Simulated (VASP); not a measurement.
Here is a VASP 6.6.1 calculation.

File INCAR:

```
SYSTEM = Si6O11
PREC = Accurate
ENCUT = 520
EDIFF = 1E-6
ISMEAR = 0
SIGMA = 0.05
LREAL = Auto
LASPH = .TRUE.
NELM = 60
ALGO = Normal
ISIF = 2
LWAVE = .FALSE.
LCHARG = .FALSE.
GGA = PE
NBANDS = 59
NELECT = 88.0
```

Contents of KPOINTS:

```
Automatic mesh
0
G
  4 4 2
  0 0 0
```

POSCAR

```
Si6O11
1.0
   -2.5103274377      4.3480146658      0.0000000000
    0.0000000000      0.0000000000      5.5092660079
    7.5309823132      4.3480146658      0.0000000000
Si O
6 11
Direct
    0.7617495765      0.3333333333      0.2382504235
    0.2617495765      0.3333333333      0.7382504235
    0.9765008470      0.6666666667      0.5000000000
    0.4765008470      0.6666666667      0.0000000000
    0.2617495765      0.0000000000      0.2617495765
    0.7617495765      0.0000000000      0.7617495765
    0.0486521033      0.2055717715      0.2072260374
    0.5486521033      0.2055717715      0.7072260374
    0.7865130045      0.5389051049      0.3720609296
    0.2865130045      0.5389051049      0.8720609296
    0.6648348922      0.8722384382      0.9207130329
    0.2865130045      0.7944282285      0.1279390704
    0.7865130045      0.7944282285      0.6279390704
    0.6648348922      0.4610948951      0.0792869671
    0.1648348922      0.4610948951      0.5792869671
    0.2947218921     -0.0899363163      0.4017741334
    0.0486521033      0.1277615618      0.7927739626
```

Potentials or basis: VASP PAW PBE potentials, release 64 (Si, O).

Run with:

```sh
$ cat potpaw_PBE.64/Si/POTCAR potpaw_PBE.64/O/POTCAR > POTCAR
$ mpirun -np 1 vasp_std > vasp.out
```

**Question.** Predict the largest force.

**Answer.** 21.960 eV/Å.

Forces in eV/Å, atoms in the order of the input:
```
Si   -1.976   0.944   2.580
Si    0.328   0.306   0.015
Si    1.561   2.026  -0.838
Si   -1.071  -1.521   0.718
Si  -15.181 -12.866   5.613
Si    0.315   0.285   0.533
O     0.444  -0.160  -0.321
O    -0.116   0.049  -0.110
O    -0.361  -0.328   0.063
O     0.222   0.241   0.062
O     0.438   0.179  -0.372
O    -0.034   0.232   0.948
O    -1.800  -0.019  -0.113
O     0.910   0.932  -1.531
O    -0.934  -0.942   0.964
O    17.345  10.646  -8.249
O    -0.089  -0.006   0.037
```

Caveat: the k points lie up to 0.36 Å⁻¹ apart; the cell carries a net charge on a neutralising background, which shifts energy and pressure; the cell differs from its parent crystal (atoms taken out, atom 16 moved 0.750 of the way to it and +0.250 Å across, host rigid).
